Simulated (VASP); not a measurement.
Write the native input for VASP 6.6.1 that does the following.

- Task: single point
- Functional: r2SCAN
- Potentials or basis: VASP PAW PBE potentials, release 64 (Zr_sv, Cu)
- Cutoff: 520 eV
- k mesh: 10 × 10 × 10
- Occupations: gaussian, width 0.1 eV
- Spin: no spin polarisation
- Dipole correction: no
- Further INCAR settings: ALGO = Normal; EDIFF = 1e-06; NBANDS = 32

Crystal: Zr3Cu.

```
Zr Cu
1.0
     4.34282    0.00000    0.00000
     0.00000    4.34282    0.00000
     0.00000    0.00000    4.34282
Zr Cu
3 1
Cartesian
  2.1714 2.1714 0.0000
  2.1714 0.0000 2.1714
  0.0000 2.1714 2.1714
  0.0000 0.0000 0.0000
```

This cell differs from its parent crystal: volume scaled by 1.03.

These files were run (other wordings do the same):

POSCAR

```
Zr3Cu
1.0
    4.3428243781      0.0000000000      0.0000000000
    0.0000000000      4.3428243781      0.0000000000
    0.0000000000      0.0000000000      4.3428243781
Zr Cu
3 1
Direct
    0.5000000000      0.5000000000      0.0000000000
    0.5000000000      0.0000000000      0.5000000000
    0.0000000000      0.5000000000      0.5000000000
    0.0000000000      0.0000000000      0.0000000000
```

INCAR.step1

```
SYSTEM = Zr3Cu
  ALGO = Normal
  EDIFF = 1E-4
  ENCUT = 520
  GGA = PE
  ISMEAR = 0
  LASPH = .TRUE.
  LCHARG = .FALSE.
  LREAL = .FALSE.
  LWAVE = .TRUE.
  NBANDS = 32
  NELM = 100
  PREC = Accurate
  SIGMA = 0.1
```

INCAR.step2

```
SYSTEM = Zr3Cu
  ALGO = Normal
  EDIFF = 1E-6
  ENCUT = 520
  ISIF = 2
  ISMEAR = 0
  ISTART = 1
  LASPH = .TRUE.
  LCHARG = .FALSE.
  LMIXTAU = .TRUE.
  LREAL = .FALSE.
  LWAVE = .FALSE.
  METAGGA = R2SCAN
  NBANDS = 32
  NELM = 100
  PREC = Accurate
  SIGMA = 0.1
```

KPOINTS

```
k-points
0
G
  10 10 10
  0 0 0
```

Potentials or basis: VASP PAW PBE potentials, release 64 (Zr_sv, Cu).

Run with:

```console
$ cat potpaw_PBE.64/Zr_sv/POTCAR potpaw_PBE.64/Cu/POTCAR > POTCAR
$ cp INCAR.step1 INCAR
$ mpirun -np 1 vasp_std > vasp.out
$ cp INCAR.step2 INCAR
$ mpirun -np 1 vasp_std > vasp.out
```

Results of the run:

```json
{
  "Pressure": "-2.7 GPa"
}
```

Caveat: the PAW data sets were made with another functional, which shifts forces and pressure a little.

Wall time 3.6 min on 1 thread of Intel(R) Xeon(R) Platinum 8488C (Sapphire Rapids) (shared host), peak memory 0.27 GiB.
